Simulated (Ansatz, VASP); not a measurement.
**TiSi2: VASP beside Ansatz**

```
Ti Si
1.0
     0.00000    4.11752    4.26290
     2.38951    0.00000    4.26290
     2.38951    4.11752    0.00000
Ti Si
2 4
Direct
  0.75000 0.75000 0.75000
  0.50000 0.50000 0.50000
  0.41257 0.08743 0.41257
  0.08743 0.41257 0.08743
  0.16257 0.83743 0.16257
  0.83743 0.16257 0.83743
```

Alike in both runs: task relaxation of cell and atoms; functional BLYP; k mesh 7 × 7 × 7; occupations fermi-dirac, width 0.05 eV; no spin polarisation.

```csv
,VASP,Ansatz
version,VASP 6.6.1,Ansatz 0.2.0
potentials or method,"VASP PAW PBE potentials, release 64 (Ti_sv, Si)",Ansatz PAW
plane-wave cutoff (eV),600,420
valence electrons in the cell,40,40
```

|  | VASP | Ansatz | Ansatz less VASP |
| --- | --- | --- | --- |
| gap on the k mesh at the Fermi level, each at its own relaxed structure (eV) | none | none | - |
| relaxed volume (Å³/atom) | 15.01 | 14.97 | -0.045 |
| relaxed cell length with the largest relative difference (Å) | 4.973 | 4.969 | -0.0048 |

VASP's potentials were made for PBE, not for BLYP. A gap of «none» marks a metal or a gap that the smearing closes.

Noted on Ansatz's run: the plane-wave basis is chosen anew once the cell has moved, so the energies of steps on either side of that aren't comparable.
